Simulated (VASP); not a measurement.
# ZnS: electric field gradients with PBE

ZnS:

```
Zn S
1.0
     0.00000    2.65880    2.65880
     2.65880    0.00000    2.65880
     2.65880    2.65880    0.00000
Zn S
1 1
Cartesian
  0.0000 0.0000 0.0000
  3.9882 3.9882 3.9882
```

This cell differs from its parent crystal: volume scaled by 0.95.

```
Program                : VASP 6.6.1
Task                   : electric field gradients
Functional             : PBE
Potentials or basis    : VASP PAW PBE potentials, release 64 (Zn, S)
Cutoff                 : 400 eV
k mesh                 : 8 × 8 × 8
Occupations            : fermi-dirac, width 0.01 eV
Spin                   : no spin polarisation
Dipole correction      : no
Further INCAR settings : ALGO = Normal; EDIFF = 1e-08; NBANDS = 16
```

```json
{
 "Pressure": "5.6 GPa",
 "Band gap on the k mesh": "2.33 eV, direct"
}
```

Levels at points of the mesh, in eV from the valence-band top:
```tsv
k point	band 7	band 8	band 9	band 10	band 11	band 12
(0.00, 0.00, 0.00)	0.00	0.00	0.00	2.33	6.36	6.36
(0.50, 0.00, 0.00)	-5.61	-0.94	-0.94	3.40	6.89	6.89
(0.50, 0.50, 0.00)	-4.75	-2.40	-2.40	3.29	4.06	11.33
```

Wall time 16 s on 1 thread of AMD EPYC 9R45 (Zen 5), on a shared host, peak memory 0.11 GiB.

Caveat: without QUAD_EFG the Cq values of the log hold for a quadrupole moment of 1 mb, not for the nuclei.
